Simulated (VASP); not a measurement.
# Te (P6/mmm) in VASP: notebook

Te is run at these levels: PBEsol; tasks: single point, relaxation of cell and atoms.

Program: VASP 6.6.1. These are calculated values, not measurements. Logs are shortened: lines on timing, memory, paths and dates and some standing lists are left out, and cuts for length are marked.

**1. The cell of the first run**

Symmetry: P6/mmm, No. 191, hexagonal system. The conventional cell has a = 5.549 Å, b = 5.549 Å, c = 3.090 Å, α = 90.00°, β = 90.00°, γ = 120.00°. Within 4.1 Å of Te (site symmetry 6/mmm) lie 14 Te at 3.09 to 3.56 Å. Within 4.1 Å of Te (site symmetry -6m2) lie 11 Te at 3.09 to 3.56 Å.

This isn't the form of Te at room conditions, which is trigonal, of chains.

**2. Single point, PBEsol**

The input, INCAR:

```
  PREC = Accurate
  ENCUT = 520
  EDIFF = 1E-6
  ISMEAR = 0
  SIGMA = 0.1
  LREAL = F
  LASPH = T
  NELM = 60
  ALGO = Normal
  ISIF = 2
  LWAVE = F
  LCHARG = T
  GGA = PS
  LELF = T
  LVHAR = T
  NBANDS = 16
```

The input, KPOINTS:

```
regular mesh
0
Gamma
  6 6 6
```

The input, POSCAR:

```
Te
1.0
    5.5489949528      0.0000000000      0.0000000000
   -2.7744974764      4.8055705946      0.0000000000
    0.0000000000      0.0000000000      3.0898421610
Te
3
Direct
    0.0000000000      0.0000000000      0.0000000000
    0.3333333333      0.6666666667      0.5000000000
    0.6666666667      0.3333333333      0.5000000000
```

Potentials or basis: VASP PAW PBE potentials, release 64 (Te).

Run with:

```console
> cat potpaw_PBE.64/Te/POTCAR > POTCAR
> mpirun -np 1 vasp_std > vasp.out
```

OUTCAR:

```text
PREC = Accurate
   ENCUT = 520
   EDIFF = 1E-6
   ISMEAR = 0
   LREAL = F
   LASPH = T
   NELM = 60
   ISIF = 2
   GGA = PS

 ion  position               nearest neighbor table
   1  0.000  0.000  0.000-   2 3.56   3 3.56   2 3.56   3 3.56   3 3.56   3 3.56   2 3.56   2 3.56
                             3 3.56   3 3.56   2 3.56   2 3.56
   2  0.333  0.667  0.500-   3 3.20   3 3.20   3 3.20   1 3.56   1 3.56   1 3.56   1 3.56   1 3.56
                             1 3.56
   3  0.667  0.333  0.500-   2 3.20   2 3.20   2 3.20   1 3.56   1 3.56   1 3.56   1 3.56   1 3.56
                             1 3.56

  LATTYP: Found a hexagonal cell.
 ALAT       =     5.5489949528
 C/A-ratio  =     0.5568291533

  Lattice vectors:

 A1 = (   5.5489949528,   0.0000000000,   0.0000000000)
 A2 = (  -2.7744974764,   4.8055705946,   0.0000000000)
 A3 = (   0.0000000000,   0.0000000000,   3.0898421610)

Analysis of symmetry for initial positions (statically):
=====================================================================
 Subroutine PRICEL returns:
 Original cell was already a primitive cell.

 Routine SETGRP: Setting up the symmetry group for a
 hexagonal supercell.

 Subroutine GETGRP returns: Found 24 space group operations
 (whereof 24 operations were pure point group operations)
 out of a pool of 24 trial point group operations.

The static configuration has the point symmetry D_6h.

Analysis of symmetry for dynamics (positions and initial velocities):
=====================================================================
 Subroutine PRICEL returns:
 Original cell was already a primitive cell.

 Routine SETGRP: Setting up the symmetry group for a
 hexagonal supercell.

 Subroutine GETGRP returns: Found 24 space group operations
 (whereof 24 operations were pure point group operations)
 out of a pool of 24 trial point group operations.

The dynamic configuration has the point symmetry D_6h.

 Subroutine INISYM returns: Found 24 space group operations
 (whereof 24 operations are pure point group operations),
 and found     1 'primitive' translations

----------------------------------------------------------------------------------------

                                     Primitive cell

  volume of cell :      82.3940

  direct lattice vectors                    reciprocal lattice vectors
     5.548994953  0.000000000  0.000000000     0.180212815  0.104045917  0.000000000
    -2.774497476  4.805570595  0.000000000     0.000000000  0.208091834  0.000000000
     0.000000000  0.000000000  3.089842161     0.000000000  0.000000000  0.323641127

  length of vectors
     5.548994953  5.548994953  3.089842161     0.208091834  0.208091834  0.323641127

  position of ions in fractional coordinates (direct lattice)
     0.000000000  0.000000000  0.000000000
     0.333333333  0.666666667  0.500000000
     0.666666667  0.333333333  0.500000000

  ion indices of the primitive-cell ions
   primitive index   ion index
                 1           1
                 2           2
                 3           3

----------------------------------------------------------------------------------------

 KPOINTS: regular mesh

Automatic generation of k-mesh.
 Grid dimensions read from file:
 generate k-points for:    6    6    6

 Generating k-lattice:

  Cartesian coordinates                     Fractional coordinates (reciprocal lattice)
     0.030035469  0.017340986  0.000000000     0.166666667 -0.000000000  0.000000000
     0.000000000  0.034681972  0.000000000     0.000000000  0.166666667  0.000000000
     0.000000000  0.000000000  0.053940188     0.000000000  0.000000000  0.166666667

  Length of vectors
     0.034681972  0.034681972  0.053940188

  Shift w.r.t. Gamma in fractional coordinates (k-lattice)
     0.000000000  0.000000000  0.000000000

 Subroutine IBZKPT returns following result:
 ===========================================

 Found     28 irreducible k-points:

 Following reciprocal coordinates:
            Coordinates               Weight
  0.000000  0.000000  0.000000      1.000000
  0.166667 -0.000000  0.000000      6.000000
  0.333333 -0.000000  0.000000      6.000000
  0.500000 -0.000000  0.000000      3.000000
  0.166667  0.166667  0.000000      6.000000
  0.333333  0.166667  0.000000     12.000000
[... 16 lines left out ...]
  0.166667 -0.000000  0.500000      6.000000
  0.333333 -0.000000  0.500000      6.000000
 [... further k-points ...]
   k-points           NKPTS =     28   k-points in BZ     NKDIM =     28   number of bands    NBANDS=     16
   number of dos      NEDOS =    301   number of ions     NIONS =      3
   total plane-waves  NPLWV =  42336
   dimension x,y,z NGX =    42 NGY =   42 NGZ =   24
   dimension x,y,z NGXF=    84 NGYF=   84 NGZF=   48
   ions per type =               3
   NGX,Y,Z   is equivalent  to a cutoff of  12.58, 12.58, 12.91 a.u.
   NGXF,Y,Z  is equivalent  to a cutoff of  25.17, 25.17, 25.83 a.u.
 SYSTEM =  unknown system
   PREC   = accura    normal or accurate (medium, high low for compatibility)
   ISTART =      0    job   : 0-new  1-cont  2-samecut
   ICHARG =      2    charge: 1-file 2-atom 10-const
   ISPIN  =      1    spin polarized calculation?
   LNONCOLLINEAR =      F non collinear calculations
   LSORBIT =      F    spin-orbit coupling
   LASPH  =      T    aspherical Exc in radial PAW
   ENCUT  =  520.0 eV  38.22 Ry    6.18 a.u.  10.32 10.32  5.75*2*pi/ulx,y,z
   NELM   =     60;   NELMIN=  2; NELMDL= -5     # of ELM steps
   EDIFF  = 0.1E-05   stopping-criterion for ELM
   LREAL  =      F    real-space projection
[... 7 lines left out ...]
   TEBEG  =    0.0;   TEEND  =   0.0 temperature during run
   PSTRESS=    0.0 pullay stress
   NELECT =      18.0000    total number of electrons
   NUPDOWN=      -1.0000    fix difference up-down
   EMIN   =  10.00;   EMAX   =-10.00  energy-range for DOS
   EFERMI =   0.00;   METHOD = LEGACY
   ISMEAR =     0;   SIGMA  =   0.10  broadening in eV -4-tet -1-fermi 0-gaus
   EFERMI_NEDOS =   21; number of points for ismear=-14 and -15
   IALGO  =     38    algorithm
   IMIX   =      4    mixing-type and parameters
     AMIX     =   0.40;   BMIX     =  1.00
     AMIX_MAG =   1.60;   BMIX_MAG =  1.00
  volume/ion in A,a.u.               =      27.46       185.34
[... 41 lines left out ...]
      6       3.7083      2.00000
[... 8 lines left out ...]
     15      17.9925      0.00000
     16      17.9925      0.00000

 k-point     2 :       0.1667   -0.0000    0.0000
  band No.  band energies     occupation
      1      -5.8880      2.00000
      2      -2.9879      2.00000
      3      -2.8337      2.00000
      4       2.6335      2.00000
      5       3.0990      2.00000
      6       4.7412      2.00000
[... 8 lines left out ...]
     15      17.0563      0.00000
     16      17.9355      0.00000

 k-point     3 :       0.3333   -0.0000    0.0000
  band No.  band energies     occupation
      1      -5.4217      2.00000
      2      -3.7683      2.00000
      3      -3.0810      2.00000
      4       2.1028      2.00000
      5       3.8804      2.00000
      6       6.1941      2.00000
[... 8 lines left out ...]
     15      16.2242      0.00000
     16      16.6438      0.00000

 k-point     4 :       0.5000   -0.0000    0.0000
  band No.  band energies     occupation
      1      -4.7871      2.00000
      2      -4.5626      2.00000
      3      -3.1808      2.00000
      4       1.9234      2.00000
      5       5.3180      2.00000
      6       5.6139      2.00000
[... 8 lines left out ...]
     15      15.6135      0.00000
     16      16.2652      0.00000

 k-point     5 :       0.1667    0.1667    0.0000
  band No.  band energies     occupation
      1      -5.5749      2.00000
      2      -3.3670      2.00000
      3      -3.2205      2.00000
      4       2.7578      2.00000
      5       2.9172      2.00000
      6       6.2221      2.00000
[... 8 lines left out ...]
     15      16.3175      0.00000
     16      16.5040      0.00000

 k-point     6 :       0.3333    0.1667    0.0000
  band No.  band energies     occupation
      1      -4.9798      2.00000
      2      -4.1373      2.00000
      3      -3.4901      2.00000
      4       2.5500      2.00000
      5       4.0381      2.00000
      6       5.8702      2.00000
[... 8 lines left out ...]
     15      15.1854      0.00000
     16      15.6149      0.00000

 k-point     7 :       0.3333    0.3333    0.0000
  band No.  band energies     occupation
      1      -4.3774      2.00000
      2      -4.3774      2.00000
      3      -4.0518      2.00000
      4       3.7313      2.00000
      5       4.1012      2.00000
      6       4.1012      2.00000
[... 8 lines left out ...]
     15      13.9758      0.00000
     16      16.0731      0.00000

 k-point     8 :       0.0000    0.0000    0.1667
  band No.  band energies     occupation
      1      -5.6400      2.00000
      2      -2.3392      2.00000
      3      -2.3265      2.00000
      4       3.7108      2.00000
      5       3.7108      2.00000
      6       4.1404      2.00000
[... 8 lines left out ...]
     15      16.9488      0.00000
     16      16.9499      0.00000

 k-point     9 :       0.1667   -0.0000    0.1667
  band No.  band energies     occupation
      1      -5.4821      2.00000
      2      -2.6163      2.00000
      3      -2.4907      2.00000
      4       3.0357      2.00000
      5       3.4800      2.00000
      6       5.1202      2.00000
[... 8 lines left out ...]
     15      16.7425      0.00000
     16      17.2239      0.00000
[... 172 lines left out ...]
 k-point    19 :       0.1667    0.1667    0.3333
  band No.  band energies     occupation
      1      -4.0421      2.00000
      2      -2.0052      2.00000
      3      -1.9559      2.00000
      4       3.2302      2.00000
      5       4.4150      2.00000
      6       4.5186      2.00000
[... 8 lines left out ...]
     15      15.2133      0.00000
     16      15.6392      0.00000

 k-point    20 :       0.3333    0.1667    0.3333
  band No.  band energies     occupation
      1      -3.4967      2.00000
      2      -2.6843      2.00000
      3      -2.1430      2.00000
      4       3.4228      2.00000
      5       4.1069      2.00000
      6       4.7040      2.00000
[... 8 lines left out ...]
     15      14.9257      0.00000
     16      15.8772      0.00000

 k-point    21 :       0.3333    0.3333    0.3333
  band No.  band energies     occupation
      1      -2.9615      2.00000
      2      -2.9615      2.00000
      3      -2.5427      2.00000
      4       3.6250      2.00000
      5       4.3169      2.00000
      6       4.3169      2.00000
[... 8 lines left out ...]
     15      14.8800      0.00000
     16      15.2792      0.00000

 k-point    22 :       0.0000    0.0000    0.5000
  band No.  band energies     occupation
      1      -3.3415      2.00000
      2      -1.8973      2.00000
      3      -0.4472      2.00000
      4       2.9557      2.00000
      5       3.8056      2.00000
      6       4.3581      2.00000
[... 8 lines left out ...]
     15      16.3351      0.00000
     16      16.3351      0.00000

 k-point    23 :       0.1667   -0.0000    0.5000
  band No.  band energies     occupation
      1      -3.2121      2.00000
      2      -1.8332      2.00000
      3      -0.7122      2.00000
      4       2.7545      2.00000
      5       3.5119      2.00000
      6       4.1482      2.00000
[... 8 lines left out ...]
     15      15.0852      0.00000
     16      15.8243      0.00000

 k-point    24 :       0.3333   -0.0000    0.5000
  band No.  band energies     occupation
      1      -2.8567      2.00000
      2      -1.6933      2.00000
      3      -1.3034      2.00000
      4       2.4038      2.00000
      5       2.9792      2.00000
      6       3.7257      2.00000
[... 8 lines left out ...]
     15      14.0872      0.00000
     16      14.5868      0.00000

 [... further k-points ...]

------------------------ aborting loop because EDIFF is reached ----------------------------------------

  FORCE on cell =-STRESS in cart. coord.  units (eV):
  Direction    XX          YY          ZZ          XY          YZ          ZX
  --------------------------------------------------------------------------------------
  -------------------------------------------------------------------------------------
  Total       -0.0105945     -0.0105945      0.0595531      0.0000000      0.0000000      0.0000000
  in kB       -0.2060134     -0.2060134      1.1580296      0.0000000      0.0000000      0.0000000
  external PRESSURE =       0.2486676 kB  Pullay stress =       0.0000000 kB

 VOLUME and BASIS-vectors are now :
 -----------------------------------------------------------------------------
  energy-cutoff  :      520.00
  volume of cell :       82.39
      direct lattice vectors                 reciprocal lattice vectors
     5.548994953  0.000000000  0.000000000     0.180212815  0.104045917  0.000000000
    -2.774497476  4.805570595  0.000000000     0.000000000  0.208091834  0.000000000
     0.000000000  0.000000000  3.089842161     0.000000000  0.000000000  0.323641127

 POSITION                                       TOTAL-FORCE (eV/Angst)
 -----------------------------------------------------------------------------------
      0.00000      0.00000      0.00000         0.000000      0.000000     -0.000000
     -0.00000      3.20371      1.54492        -0.000000      0.000000      0.000000
      2.77450      1.60186      1.54492         0.000000     -0.000000     -0.000000
 -----------------------------------------------------------------------------------
    total drift:                               -0.000000      0.000000     -0.000000

  FREE ENERGIE OF THE ION-ELECTRON SYSTEM (eV)
  ---------------------------------------------------
  free  energy   TOTEN  =        -9.7790678284 eV

  energy  without entropy=       -9.7615621098  energy(sigma->0) =       -9.77031497
```

Run time: 56 s. Hardware: 1 thread of Intel Xeon 8259CL, shared host; peak memory 0.2 GiB.

Results:

| Property | Result |
| --- | --- |
| Free energy | -9.7791 eV |
| Pressure | 0.0 GPa |
| Band gap on the k mesh | zero (bands 9 and 10 overlap by 4.73 eV) |

Levels at points of the mesh, in eV from the Fermi level:
```tsv
k point	band 6	band 7	band 8	band 9	band 10	band 11	band 12	band 13
(0.00, 0.00, 0.00)	-4.56	-4.56	1.30	2.57	2.57	4.05	4.22	5.91
(0.50, 0.00, 0.00)	-2.65	-0.54	-0.36	0.10	2.50	2.64	3.72	5.13
(0.00, 0.00, 0.50)	-3.91	-2.99	-2.99	-1.31	-1.31	-0.40	-0.40	2.93
(0.50, 0.00, 0.50)	-4.74	-3.62	-1.67	-0.61	0.38	0.61	1.62	5.09
```

Caveat: the PAW data sets were made with another functional, which shifts forces and pressure a little; spin-orbit coupling is left out, which moves the levels of the heavy elements.

**3. Single point, PBEsol**

This run uses another cell than the first one, of 38.76 Å³/atom.

The input, INCAR:

```
PREC     = Accurate       # precision mode
ENCUT    = 520            # plane-wave cutoff, eV
EDIFF    = 1E-7           # SCF threshold, eV
ISMEAR   = 0              # smearing method
SIGMA    = 0.1            # smearing width, eV
LREAL    = F              # projectors in reciprocal space
LASPH    = T              # aspherical terms in the spheres
NELM     = 60             # most SCF steps
ALGO     = Normal         # electronic algorithm
ISIF     = 2              # what is computed and relaxed
LWAVE    = F              # write WAVECAR
LCHARG   = F              # write CHGCAR
GGA      = PS             # functional
NBANDS   = 16             # bands
```

KPOINTS is that of step 2.

The input, POSCAR:

```
Te
1.0
    6.0276758831      0.0000000000      0.0000000000
   -3.0138379415      5.2201204405      0.0000000000
    0.0000000000      0.0000000000      3.6952273892
Te
3
Direct
    0.0000000000      0.0000000000      0.0000000000
    0.3333333333      0.6666666667      0.5000000000
    0.6666666667      0.3333333333      0.5000000000
```

Potentials or basis: VASP PAW PBE potentials, release 64 (Te).

Run with:

```console
> cat potpaw_PBE.64/Te/POTCAR > POTCAR
> mpirun -np 1 vasp_std > vasp.out
```

Run time: 95 s. Hardware: 1 thread of Intel Xeon 8259CL, shared host; peak memory 0.25 GiB.

The run converged. Its results:

* Free energy: -8.3119 eV
* Pressure: -9.3 GPa
* Band gap on the k mesh: zero (bands 9 and 10 overlap by 2.84 eV)

Levels at points of the mesh, in eV from the Fermi level:
```tsv
k point	band 5	band 6	band 7	band 8	band 9	band 10	band 11	band 12	band 13	band 14
(0.00, 0.00, 0.00)	-3.14	-2.64	-2.64	-0.19	1.55	1.70	1.71	1.71	5.02	6.79
(0.50, 0.00, 0.00)	-2.12	-1.72	-0.09	0.28	0.30	0.60	0.73	1.39	5.35	6.47
(0.00, 0.00, 0.50)	-2.60	-2.32	-2.32	-2.00	-0.84	-0.84	-0.09	-0.09	4.13	4.13
(0.50, 0.00, 0.50)	-3.56	-2.73	-2.68	-1.01	-0.49	0.09	0.34	1.03	5.50	5.83
```

Caveat: the cell stands under tension; the PAW data sets were made with another functional, which shifts forces and pressure a little; spin-orbit coupling is left out, which moves the levels of the heavy elements.

**4. Relaxation of cell and atoms, PBEsol**

This run uses another cell than the first one, of 38.76 Å³/atom.

The input, INCAR:

```
ALGO = Normal
EDIFF = 1E-7
EDIFFG = -0.04
ENCUT = 600
GGA = PS
IBRION = 2
ISIF = 3
ISMEAR = 0
LASPH = True
LCHARG = False
LREAL = False
LWAVE = False
NELM = 60
NSW = 90
PREC = Accurate
SIGMA = 0.1
```

The input, KPOINTS:

```
k-points
0
Gamma
  3 3 6
```

POSCAR is that of step 3.

Run with:

```console
> cat potpaw_PBE.64/Te/POTCAR > POTCAR
> mpirun -np 1 vasp_std > vasp.out
```

Run time: 3.7 min. Hardware: 1 thread of Intel Xeon 8259CL, shared host; peak memory 0.26 GiB.

It converged, with:

```
Free energy                           : -9.8959 eV
Relaxed volume                        : 27.26 Å³/atom
Relaxed cell                          : a = 5.454 Å, b = 5.454 Å, c = 3.174 Å, α = 90.00°, β = 90.00°, γ = 120.00°
Space group after relaxing (to 0.1 Å) : P6/mmm (No. 191)
Energy gained by relaxing             : 505.6 meV/atom
Ionic steps                           : 8
Pressure after relaxing               : 0.0 GPa
Band gap on the k mesh                : zero (bands 9 and 10 overlap by 4.97 eV)
```

The path:
| step | energy change (eV) | largest force (eV/Å) | pressure (GPa) | volume (Å³) |
| --- | --- | --- | --- | --- |
| 1 | 0.0000 | 0.0000 | -9.61 | 116.27 |
| 2 | -1.4810 | 0.0000 | 0.35 | 81.39 |
| 3 | -1.4814 | 0.0000 | 0.04 | 81.76 |
| 4 | -1.5134 | 0.0000 | 0.40 | 81.21 |
| 5 | -1.5149 | 0.0000 | 0.69 | 80.96 |
| 6 | -1.5153 | 0.0000 | 0.60 | 81.03 |
| 7 | -1.5161 | 0.0000 | -0.38 | 82.26 |
| 8 | -1.5167 | 0.0000 | 0.00 | 81.77 |

Final structure:
```
Te
1.0
     5.45448    0.00000    0.00000
    -2.72724    4.72372    0.00000
     0.00000    0.00000    3.17355
Te
3
Cartesian
  0.0000 0.0000 0.0000
  0.0000 3.1491 1.5868
  2.7272 1.5746 1.5868
```

Levels at points of the mesh, in eV from the Fermi level:
| k point | band 5 | band 6 | band 7 | band 8 | band 9 | band 10 | band 11 | band 12 | band 13 |
| --- | --- | --- | --- | --- | --- | --- | --- | --- | --- |
| (0.00, 0.00, 0.00) | -4.99 | -4.54 | -4.54 | 0.51 | 2.90 | 2.90 | 3.53 | 3.75 | 5.21 |
| (0.00, 0.00, 0.50) | -4.16 | -3.60 | -3.31 | -3.31 | -1.49 | -1.49 | -0.57 | -0.57 | 2.85 |

Caveat: the k points lie up to 0.44 Å⁻¹ apart in the final cell, too coarse for converged energies and pressures of a metal; the volume moved by over 15 % at a fixed basis, so the end points are rough; the PAW data sets were made with another functional, which shifts forces and pressure a little; spin-orbit coupling is left out, which moves the levels of the heavy elements.

**5. The runs side by side**

```tsv
task	cell	k mesh	cutoff (eV)	gap on the mesh (eV)	pressure (GPa)
single point	a = 5.549, b = 5.549, c = 3.090 Å, angles 90.0, 90.0, 120.0°, 3 atoms	6 × 6 × 6	520	none	0.0
single point	a = 6.028, b = 6.028, c = 3.695 Å, angles 90.0, 90.0, 120.0°, 3 atoms	6 × 6 × 6	520	none	-9.3
relaxation of cell and atoms	relaxed from a = 6.028, b = 6.028, c = 3.695 Å, angles 90.0, 90.0, 120.0°, 3 atoms	3 × 3 × 6	600	none	0.0
```

Alike in all rows: level PBEsol; potentials or basis VASP PAW PBE potentials, release 64 (Te); no spin polarisation; smearing gaussian 0.1 eV.

Caveats: some runs use coarse meshes; the PAW data sets were made with another functional, which shifts forces and pressure a little; spin-orbit coupling is left out, which moves the levels of the heavy elements; the cell stands under tension (at least some runs); the volume moved by over 15 % at a fixed basis, so the end points are rough (at least some runs).

Absolute energies hang on the potentials; compare differences alone.
